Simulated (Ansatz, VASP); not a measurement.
Si2Ni in VASP and in Ansatz

```
Ni Si
1.0
     0.00000    2.70300    2.70300
     2.70300    0.00000    2.70300
     2.70300    2.70300    0.00000
Ni Si
1 2
Direct
  0.00000 0.00000 0.00000
  0.75000 0.75000 0.75000
  0.25000 0.25000 0.25000
```

Alike in both runs: task single point; functional PBE; k mesh 9 × 9 × 9; occupations gaussian, width 0.029 eV; collinear spin.

```csv
,VASP,Ansatz
version,VASP 6.6.1,Ansatz 0.2.0
potentials or method,"VASP PAW PBE potentials, release 64 (Ni, Si)",Ansatz PAW
plane-wave cutoff (eV),520,420
valence electrons in the cell,18,26
```

|  | VASP | Ansatz | Ansatz less VASP |
| --- | --- | --- | --- |
| gap on the k mesh at the Fermi level (eV) | none | none | - |
| pressure (GPa) | 3.9 | 4.0 | +0.12 |
| net moment per atom (μB) | 0.00 | 0.00 | 0.000 |

A gap of «none» marks a metal or a gap that the smearing closes. With one functional, cell and mesh, what is left measures potentials, basis and numerics. VASP's potentials hold 18 valence electrons a cell and Ansatz's 26, so a difference there can come from the potentials and not from the codes.
